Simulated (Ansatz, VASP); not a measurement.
Ta12HF in VASP and in Ansatz

```
Ta F H
1.0
     5.72020    0.00000    0.00000
    -1.90673    5.39306    0.00000
     0.00000    0.00000   23.60063
Ta F H
12 1 1
Direct
  0.25000 0.25000 0.33897
  0.25000 0.75000 0.33897
  0.75000 0.25000 0.33897
  0.75000 0.75000 0.33897
  0.50000 0.50000 0.43792
  0.50000 0.00000 0.43792
  0.00000 0.50000 0.43792
  0.00000 0.00000 0.43792
  0.75000 0.75000 0.53687
  0.75000 0.25000 0.53687
  0.25000 0.75000 0.53687
  0.25000 0.25000 0.53687
  0.00000 0.50000 0.65679
  0.00000 0.50000 0.61738
```

Alike in both runs: task single point; functional PBE; k mesh 5 × 5 × 1; occupations fermi-dirac, width 0.05 eV; no spin polarisation.

|  | VASP | Ansatz |
| --- | --- | --- |
| version | VASP 6.6.1 | Ansatz 0.2.0 |
| potentials or method | VASP PAW PBE potentials, release 64 (Ta_pv, F, H) | Ansatz PAW |
| plane-wave cutoff (eV) | 520 | 420 |
| valence electrons in the cell | 140 | 164 |

VASP gave:

```
gap on the k mesh at the Fermi level (eV) : none
rms of the force components (eV/Å)        : 0.526
```

Task: Which values does Ansatz return?

Result: gap on the k mesh at the Fermi level (eV): none; rms of the force components (eV/Å): 0.454.

Atom by atom the forces differ by 0.078 eV/Å (rms over components). A gap of «none» marks a metal or a gap that the smearing closes. VASP's potentials hold 140 valence electrons a cell and Ansatz's 164, so a difference there can come from the potentials and not from the codes.

Spin-orbit coupling is off throughout.
